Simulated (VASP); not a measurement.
# ZrH2Br (P-3m1) in VASP: notebook

The runs below take ZrH2Br through single point, relaxation of cell and atoms, with PBE.

Everything below comes from runs of VASP 6.6.1. Logs are shortened: lines on timing, memory, paths and dates and some standing lists are left out, and cuts for length are marked.

### Step 1. The cell of the first run

It takes space group P-3m1 (No. 164, trigonal). The conventional cell has a = 3.570 Å, b = 3.570 Å, c = 5.290 Å, α = 90.00°, β = 90.00°, γ = 120.00°. Zr (site symmetry -3m) has 6 H at 2.07 Å and 2 Br at 2.65 Å within 2.7 Å. Within 2.7 Å of H (site symmetry 3m) lie 3 Zr at 2.07 Å and 3 H at 2.09 Å. Br (site symmetry -3m) has 2 Zr at 2.65 Å and 12 H at 3.22 to 3.49 Å within 3.5 Å.

### Step 2. Single point, PBE

Contents of INCAR:

```
SYSTEM = ZrH2Br
ALGO = Normal
EDIFF = 1E-6
ENCUT = 520
GGA = PE
ISIF = 2
ISMEAR = 0
LASPH = .TRUE.
LCHARG = .FALSE.
LREAL = .FALSE.
LWAVE = .FALSE.
NBANDS = 18
NELM = 100
PREC = Accurate
SIGMA = 0.1
```

Contents of KPOINTS:

```
k-points
0
G
  6 6 4
  0 0 0
```

Contents of POSCAR:

```
ZrH2Br
1.0
    3.5696322635     -0.0000000029      0.0000000000
   -1.7848161293      3.0913922238      0.0000000000
    0.0000000000      0.0000000000      5.2903098117
Zr H Br
1 2 1
Direct
    0.0000000000      0.0000000000      0.0000000000
    0.3333333333      0.6666666667      0.0329970017
    0.6666666667      0.3333333333      0.9670029983
    0.0000000000      0.0000000000      0.5000000000
```

Potentials or basis: VASP PAW PBE potentials, release 64 (Zr_sv, H, Br).

Command:

```console
$ cat potpaw_PBE.64/Zr_sv/POTCAR potpaw_PBE.64/H/POTCAR potpaw_PBE.64/Br/POTCAR > POTCAR
$ mpirun -np 1 vasp_std > vasp.out
```

OUTCAR:

```text
SYSTEM = ZrH2Br
   EDIFF = 1E-6
   ENCUT = 520
   GGA = PE
   ISIF = 2
   ISMEAR = 0
   LASPH = .TRUE.
   LREAL = .FALSE.
   NELM = 100
   PREC = Accurate

 ion  position               nearest neighbor table
   1  0.000  0.000  0.000-   2 2.07   3 2.07   3 2.07   2 2.07   3 2.07   2 2.07   4 2.65   4 2.65

   2  0.333  0.667  0.033-   1 2.07   1 2.07   1 2.07
   3  0.667  0.333  0.967-   1 2.07   1 2.07   1 2.07
   4  0.000  0.000  0.500-   1 2.65   1 2.65

  LATTYP: Found a hexagonal cell.
 ALAT       =     3.5696322635
 C/A-ratio  =     1.4820321594

  Lattice vectors:

 A1 = (   3.5696322635,  -0.0000000029,   0.0000000000)
 A2 = (  -1.7848161293,   3.0913922238,   0.0000000000)
 A3 = (   0.0000000000,   0.0000000000,   5.2903098117)

Analysis of symmetry for initial positions (statically):
=====================================================================
 Subroutine PRICEL returns:
 Original cell was already a primitive cell.

 Routine SETGRP: Setting up the symmetry group for a
 hexagonal supercell.

 Subroutine GETGRP returns: Found 12 space group operations
 (whereof 12 operations were pure point group operations)
 out of a pool of 24 trial point group operations.

The static configuration has the point symmetry D_3d.

Analysis of symmetry for dynamics (positions and initial velocities):
=====================================================================
 Subroutine PRICEL returns:
 Original cell was already a primitive cell.

 Routine SETGRP: Setting up the symmetry group for a
 hexagonal supercell.

 Subroutine GETGRP returns: Found 12 space group operations
 (whereof 12 operations were pure point group operations)
 out of a pool of 24 trial point group operations.

The dynamic configuration has the point symmetry D_3d.

 Subroutine INISYM returns: Found 12 space group operations
 (whereof 12 operations are pure point group operations),
 and found     1 'primitive' translations

----------------------------------------------------------------------------------------

                                     Primitive cell

  volume of cell :      58.3793

  direct lattice vectors                    reciprocal lattice vectors
     3.569632263 -0.000000003  0.000000000     0.280140902  0.161739425  0.000000000
    -1.784816129  3.091392224  0.000000000     0.000000000  0.323478850  0.000000000
     0.000000000  0.000000000  5.290309812     0.000000000  0.000000000  0.189024846

  length of vectors
     3.569632263  3.569632264  5.290309812     0.323478850  0.323478850  0.189024846

  position of ions in fractional coordinates (direct lattice)
     0.000000000  0.000000000  0.000000000
     0.333333333  0.666666667  0.032997002
     0.666666667  0.333333333  0.967002998
     0.000000000  0.000000000  0.500000000

  ion indices of the primitive-cell ions
   primitive index   ion index
                 1           1
                 2           2
                 3           3
                 4           4

----------------------------------------------------------------------------------------

 KPOINTS: k-points

Automatic generation of k-mesh.
 Grid dimensions read from file:
 generate k-points for:    6    6    4

 Generating k-lattice:

  Cartesian coordinates                     Fractional coordinates (reciprocal lattice)
     0.046690150  0.026956571  0.000000000     0.166666667 -0.000000000  0.000000000
     0.000000000  0.053913142  0.000000000     0.000000000  0.166666667  0.000000000
     0.000000000  0.000000000  0.047256212     0.000000000  0.000000000  0.250000000

  Length of vectors
     0.053913142  0.053913142  0.047256212

  Shift w.r.t. Gamma in fractional coordinates (k-lattice)
     0.000000000  0.000000000  0.000000000

 Subroutine IBZKPT returns following result:
 ===========================================

 Found     24 irreducible k-points:

 Following reciprocal coordinates:
            Coordinates               Weight
  0.000000  0.000000  0.000000      1.000000
  0.166667  0.000000  0.000000      6.000000
  0.333333 -0.000000  0.000000      6.000000
  0.500000 -0.000000  0.000000      3.000000
  0.166667  0.166667  0.000000      6.000000
  0.333333  0.166667  0.000000     12.000000
[... 16 lines left out ...]
  0.333333  0.166667  0.500000     12.000000
  0.333333  0.333333  0.500000      2.000000
   k-points           NKPTS =     24   k-points in BZ     NKDIM =     24   number of bands    NBANDS=     18
   number of dos      NEDOS =    301   number of ions     NIONS =      4
   total plane-waves  NPLWV =  31360
   dimension x,y,z NGX =    28 NGY =   28 NGZ =   40
   dimension x,y,z NGXF=    56 NGYF=   56 NGZF=   80
   ions per type =               1   2   1
   NGX,Y,Z   is equivalent  to a cutoff of  13.04, 13.04, 12.57 a.u.
   NGXF,Y,Z  is equivalent  to a cutoff of  26.08, 26.08, 25.14 a.u.
 SYSTEM =  ZrH2Br
   PREC   = accura    normal or accurate (medium, high low for compatibility)
   ISTART =      0    job   : 0-new  1-cont  2-samecut
   ICHARG =      2    charge: 1-file 2-atom 10-const
   ISPIN  =      1    spin polarized calculation?
   LNONCOLLINEAR =      F non collinear calculations
   LSORBIT =      F    spin-orbit coupling
   LASPH  =      T    aspherical Exc in radial PAW
   ENCUT  =  520.0 eV  38.22 Ry    6.18 a.u.   6.64  6.64  9.84*2*pi/ulx,y,z
   NELM   =    100;   NELMIN=  2; NELMDL= -5     # of ELM steps
   EDIFF  = 0.1E-05   stopping-criterion for ELM
   LREAL  =      F    real-space projection
   EDIFFG = 0.1E-04   stopping-criterion for IOM
   NSW    =      0    number of steps for IOM
   IBRION =     -1    ionic relax: 0-MD 1-quasi-New 2-CG
   NFREE  =      0    steps in history (QN), initial steepest desc. (CG)
   ISIF   =      2    stress and relaxation
   ISYM   =      2    0-nonsym 1-usesym 2-fastsym
   POTIM  = 0.5000    time-step for ionic-motion
   TEBEG  =    0.0;   TEEND  =   0.0 temperature during run
   PSTRESS=    0.0 pullay stress
   NELECT =      21.0000    total number of electrons
   NUPDOWN=      -1.0000    fix difference up-down
   EMIN   =  10.00;   EMAX   =-10.00  energy-range for DOS
   EFERMI =   0.00;   METHOD = LEGACY
   ISMEAR =     0;   SIGMA  =   0.10  broadening in eV -4-tet -1-fermi 0-gaus
   EFERMI_NEDOS =   21; number of points for ismear=-14 and -15
   IALGO  =     38    algorithm
   IMIX   =      4    mixing-type and parameters
     AMIX     =   0.40;   BMIX     =  1.00
     AMIX_MAG =   1.60;   BMIX_MAG =  1.00
  volume/ion in A,a.u.               =      14.59        98.49
  Fermi-wavevector in a.u.,A,eV,Ry     =   1.164291  2.200192 18.443711  1.355575
  Thomas-Fermi vector in A             =   2.300831
   LORBIT       =      0    0 simple, 1 ext, 2 COOP (PROOUT), +10 PAW based schemes
   GGA     = PE    functional components
   LHFCALC =     F    Hartree Fock is set to
   AEXX    =    0.0000 exact exchange contribution
   IVDW    =     0    specifies the selected vdW correction
   LEPSILON=     F    determine dielectric tensor
   LRPA    =     F    only Hartree local field effects (RPA)
 non-spin polarized calculation
 Gauss-broadening in eV      SIGMA  =   0.10
  energy-cutoff  :      520.00
  volume of cell :       58.38
 maximum number of plane-waves:      1586
 NGX is ok and might be reduce to    28
   NGX = 13   NGY = 13   NGZ = 19

 number of electron      21.0000000 magnetization

 Free energy of the ion-electron system (eV)
  ---------------------------------------------------
  ext. energy  EPLUGINS =         0.00000000
  ---------------------------------------------------
  free energy    TOTEN  =       -19.28574704 eV

  energy without entropy =      -19.28041999  energy(sigma->0) =      -19.28308351

 E-fermi :   5.4017     XC(G=0):  -9.7936

 val. band max:        5.3938383509   @ k =   0.3333  -0.0000   0.2500
 cond. band min:       5.4888078665   @ k =   0.0000   0.3333   0.2500
 fundamental gap:      0.0949695156
 Fermi energy:         5.4016526637

 k-point     1 :       0.0000    0.0000    0.0000
  band No.  band energies     occupation
      1     -44.5300      2.00000
      2     -22.6831      2.00000
      3     -22.3642      2.00000
      4     -22.3642      2.00000
      5     -11.0271      2.00000
      6      -2.8147      2.00000
[... 10 lines left out ...]
     17      11.1635      0.00000
     18      15.6779      0.00000

 k-point     2 :       0.1667    0.0000    0.0000
  band No.  band energies     occupation
      1     -44.5230      2.00000
      2     -22.6742      2.00000
      3     -22.4493      2.00000
      4     -22.3812      2.00000
      5     -10.8938      2.00000
      6      -2.2737      2.00000
[... 10 lines left out ...]
     17      12.2512      0.00000
     18      14.6640      0.00000

 k-point     3 :       0.3333   -0.0000    0.0000
  band No.  band energies     occupation
      1     -44.5091      2.00000
      2     -22.6563      2.00000
      3     -22.6149      2.00000
      4     -22.4149      2.00000
      5     -10.6069      2.00000
      6      -1.1258      2.00000
[... 10 lines left out ...]
     17      13.0634      0.00000
     18      13.8004      0.00000

 k-point     4 :       0.5000   -0.0000    0.0000
  band No.  band energies     occupation
      1     -44.5021      2.00000
      2     -22.6958      2.00000
      3     -22.6471      2.00000
      4     -22.4317      2.00000
      5     -10.4510      2.00000
      6      -0.4656      2.00000
[... 375 lines left out ...]
      4     -22.4232      2.00000
      5     -10.4005      2.00000
      6      -1.6739      2.00000
[... 10 lines left out ...]
     17      12.6708      0.00000
     18      12.9717      0.00000

 k-point    23 :       0.3333    0.1667    0.5000
  band No.  band energies     occupation
      1     -44.5021      2.00000
      2     -22.6651      2.00000
      3     -22.6513      2.00000
      4     -22.4770      2.00000
      5     -10.1741      2.00000
      6      -0.6850      2.00000
[... 10 lines left out ...]
     17      12.2762      0.00000
     18      13.4964      0.00000

 k-point    24 :       0.3333    0.3333    0.5000
  band No.  band energies     occupation
      1     -44.4986      2.00000
      2     -22.6601      2.00000
      3     -22.5896      2.00000
      4     -22.5896      2.00000
      5     -10.0959      2.00000
      6      -0.3497      2.00000
[... 10 lines left out ...]
     17      12.9975      0.00000
     18      13.4886      0.00000

------------------------ aborting loop because EDIFF is reached ----------------------------------------

  FORCE on cell =-STRESS in cart. coord.  units (eV):
  Direction    XX          YY          ZZ          XY          YZ          ZX
  --------------------------------------------------------------------------------------
  -------------------------------------------------------------------------------------
  Total       -0.1115179     -0.1115179      0.0266641      0.0000000     -0.0000000      0.0000000
  in kB       -3.0605299     -3.0605299      0.7317762      0.0000000     -0.0000000      0.0000000
  external PRESSURE =      -1.7964278 kB  Pullay stress =       0.0000000 kB

 VOLUME and BASIS-vectors are now :
 -----------------------------------------------------------------------------
  energy-cutoff  :      520.00
  volume of cell :       58.38
      direct lattice vectors                 reciprocal lattice vectors
     3.569632263 -0.000000003  0.000000000     0.280140902  0.161739425  0.000000000
    -1.784816129  3.091392224  0.000000000     0.000000000  0.323478850  0.000000000
     0.000000000  0.000000000  5.290309812     0.000000000  0.000000000  0.189024846

 POSITION                                       TOTAL-FORCE (eV/Angst)
 -----------------------------------------------------------------------------------
      0.00000      0.00000      0.00000         0.000000     -0.000000     -0.000000
      0.00000      2.06093      0.17456        -0.000000      0.000000     -0.010023
      1.78482      1.03046      5.11575         0.000000     -0.000000      0.010023
      0.00000      0.00000      2.64515         0.000000     -0.000000     -0.000000
 -----------------------------------------------------------------------------------
    total drift:                               -0.000000      0.000000      0.000000

  FREE ENERGIE OF THE ION-ELECTRON SYSTEM (eV)
  ---------------------------------------------------
  free  energy   TOTEN  =       -19.2857470398 eV

  energy  without entropy=      -19.2804199876  energy(sigma->0) =      -19.28308351
```

Wall time 19 s (1 thread of Intel Xeon Platinum 8259CL at 2.50GHz (Skylake/Cascade Lake), shared host); peak memory 0.19 GiB.

Results:

```
Free energy   : -19.2857 eV
Pressure      : -0.2 GPa
Largest force : 0.010 eV/Å
```

Forces in eV/Å, atoms in the order of the input:
```
Zr   0.000  0.000  0.000
H    0.000  0.000 -0.010
H    0.000  0.000  0.010
Br   0.000  0.000  0.000
```

Stress tensor (GPa, compression positive):
```
-0.31  0.00  0.00
 0.00 -0.31  0.00
 0.00  0.00  0.07
```

Caveat: an odd number of electrons without spin polarisation forces a metal; a magnetic or distorted state may lie lower.

### Step 3. Single point, PBE

This run uses another cell than the first one, of 16.82 Å³/atom, 1.152 times its volume.

Contents of INCAR:

```
  PREC = Accurate
  ENCUT = 520
  EDIFF = 1E-6
  ISMEAR = 0
  SIGMA = 0.1
  LREAL = False
  LASPH = True
  NELM = 60
  ALGO = Normal
  ISIF = 2
  LWAVE = False
  LCHARG = False
  GGA = PE
  NBANDS = 18
```

Contents of KPOINTS:

```
regular mesh
0
Gamma
  6 6 4
```

Contents of POSCAR:

```
ZrH2Br
1.0
    3.5619329500      0.0000000000      0.0000000000
   -1.7809664700      3.0847244200      0.0000000000
    0.0000000000      0.0000000000      6.1219478300
Zr H Br
1 2 1
Direct
    0.0000000000      0.0000000000      0.0000000000
    0.3333333300      0.6666666700      0.2386363400
    0.6666666700      0.3333333300      0.7613636600
    0.0000000000      0.0000000000      0.5000000000
```

Potentials or basis: VASP PAW PBE potentials, release 64 (Zr_sv, H, Br).

Command:

```console
$ cat potpaw_PBE.64/Zr_sv/POTCAR potpaw_PBE.64/H/POTCAR potpaw_PBE.64/Br/POTCAR > POTCAR
$ mpirun -np 1 vasp_std > vasp.out
```

Run time: 25 s. Hardware: 1 thread of Intel Xeon Platinum 8259CL at 2.50GHz (Skylake/Cascade Lake), shared host; peak memory 0.2 GiB.

It converged, with:

```
Free energy   : -16.4673 eV
Pressure      : -12.9 GPa
Largest force : 1.986 eV/Å
```

Forces on the atoms (eV/Å):
```
Zr   0.000  0.000  0.000
H    0.000  0.000 -1.986
H    0.000  0.000  1.986
Br   0.000  0.000  0.000
```

Stress tensor (GPa, compression positive):
```
 -8.38   0.00   0.00
  0.00  -8.38   0.00
  0.00   0.00 -22.01
```

Levels at points of the mesh, in eV from the Fermi level:
```csv
k point,band 6,band 7,band 8,band 9,band 10,band 11,band 12,band 13,band 14,band 15
"(0.00, 0.00, 0.00)",-5.17,-4.96,-0.44,-0.44,0.12,0.60,0.60,0.74,1.93,1.93
"(0.50, 0.00, 0.00)",-4.83,-3.79,-3.05,-1.22,-1.18,-0.57,1.26,1.37,3.08,3.74
"(0.00, 0.00, 0.50)",-6.46,-2.83,-2.17,-0.59,-0.59,0.61,0.61,2.25,2.25,2.93
"(0.50, 0.00, 0.50)",-5.21,-3.85,-2.69,-2.14,-1.38,-0.31,1.81,3.08,3.37,3.52
```

Caveat: an odd number of electrons without spin polarisation forces a metal; a magnetic or distorted state may lie lower.

### Step 4. Relaxation of cell and atoms, PBE

This run uses another cell than the first one, of 16.82 Å³/atom, 1.152 times its volume.

Contents of INCAR:

```
ALGO = Normal
EDIFF = 1E-7
EDIFFG = -0.04
ENCUT = 600
GGA = PE
IBRION = 2
ISIF = 3
ISMEAR = 0
LASPH = T
LCHARG = F
LREAL = F
LWAVE = F
NELM = 100
NSW = 90
PREC = Accurate
SIGMA = 0.1
```

Contents of KPOINTS:

```
k-points
0
Gamma
  6 6 4
```

POSCAR is that of step 3.

Command:

```console
$ cat potpaw_PBE.64/Zr_sv/POTCAR potpaw_PBE.64/H/POTCAR potpaw_PBE.64/Br/POTCAR > POTCAR
$ mpirun -np 1 vasp_std > vasp.out
```

It took 6.1 min on 1 thread of Intel Xeon Platinum 8259CL at 2.50GHz (Skylake/Cascade Lake), shared host; peak memory 0.23 GiB.

Results (log left out):

```
Free energy                            : -19.2863 eV
Relaxed volume                         : 14.58 Å³/atom
Relaxed cell                           : a = 3.567 Å, b = 3.567 Å, c = 5.293 Å, α = 90.00°, β = 90.00°, γ = 120.00°
Space group after relaxing (to 0.05 Å) : P-3m1 (No. 164)
Energy gained by relaxing              : 704.7 meV/atom
Ionic steps                            : 21
Pressure after relaxing                : -0.2 GPa
Largest force after relaxing           : 0.025 eV/Å
```

Forces in eV/Å, atoms in the order of the input:
```
Zr   0.000  0.000  0.000
H    0.000  0.000 -0.025
H    0.000  0.000  0.025
Br   0.000  0.000  0.000
```

Stress tensor (GPa, compression positive):
```
-0.34  0.00  0.00
 0.00 -0.34  0.00
 0.00  0.00  0.09
```

The path:
```tsv
step	energy change (eV)	largest force (eV/Å)	pressure (GPa)	volume (Å³)
1	0.0000	1.9872	-12.88	67.27
2	-1.2725	2.0060	-2.59	54.84
3	-1.3828	1.9388	5.55	50.77
4	-1.8384	1.5053	6.26	50.92
5	-2.5368	0.3249	9.43	51.36
6	-2.5928	0.1127	10.37	51.49
7	-2.6002	0.2185	-7.35	64.36
8	-2.7715	0.1725	-0.47	57.49
9	-2.7716	0.1713	-0.29	57.36
10	-2.7808	0.1973	-0.53	57.87
11	-2.7812	0.1931	-0.50	57.78
12	-2.7894	0.1592	0.24	57.37
13	-2.7952	0.1052	1.62	56.64
14	-2.7991	0.0944	1.44	56.77
15	-2.8075	0.0650	0.95	57.16
16	-2.8108	0.0192	0.01	57.94
17	-2.8115	0.0308	0.28	57.71
18	-2.8156	0.0298	-0.08	58.06
19	-2.8176	0.0278	-0.82	58.82
20	-2.8179	0.0284	-0.62	58.61
21	-2.8189	0.0249	-0.20	58.34
```

Final structure:
```xyz
4
Lattice="3.5674 0.0000 0.0000 -1.7837 3.0895 0.0000 0.0000 0.0000 5.2930" Properties=species:S:1:pos:R:3 pbc="T T T"
Zr    0.0000    0.0000    0.0000
H     0.0000    2.0596    0.2144
H     1.7837    1.0298    5.0786
Br    0.0000    0.0000    2.6465
```

Levels at points of the mesh, in eV from the Fermi level:
| k point | band 8 | band 9 | band 10 | band 11 | band 12 | band 13 |
| --- | --- | --- | --- | --- | --- | --- |
| (0.00, 0.00, 0.00) | -1.97 | -1.97 | -0.31 | -0.25 | -0.25 | 1.49 |
| (0.50, 0.00, 0.00) | -4.16 | -3.51 | -2.71 | -1.30 | 0.99 | 1.69 |
| (0.00, 0.00, 0.50) | -2.32 | -2.32 | -0.55 | -0.23 | -0.23 | 2.54 |
| (0.50, 0.00, 0.50) | -5.28 | -4.49 | -3.05 | 0.58 | 2.15 | 2.69 |

Caveat: an odd number of electrons without spin polarisation forces a metal; a magnetic or distorted state may lie lower.

### Step 5. Overview

```csv
task,cell,cutoff (eV),gap on the mesh (eV),pressure (GPa),largest force (eV/Å)
single point,"a = 3.570, b = 3.570, c = 5.290 Å, angles 90.0, 90.0, 120.0°, 4 atoms",520,none,-0.2,0.01
single point,"a = 3.562, b = 3.562, c = 6.122 Å, angles 90.0, 90.0, 120.0°, 4 atoms",520,none,-12.9,1.99
relaxation of cell and atoms,"relaxed from a = 3.562, b = 3.562, c = 6.122 Å, angles 90.0, 90.0, 120.0°, 4 atoms",600,none,-0.2,0.02
```

Alike in all rows: level PBE; potentials or basis VASP PAW PBE potentials, release 64 (Zr_sv, H, Br); no spin polarisation; k mesh 6 × 6 × 4; smearing gaussian 0.1 eV.

Caveats: an odd number of electrons without spin polarisation forces a metal; a magnetic or distorted state may lie lower.

Absolute energies hang on the potentials; compare differences alone.
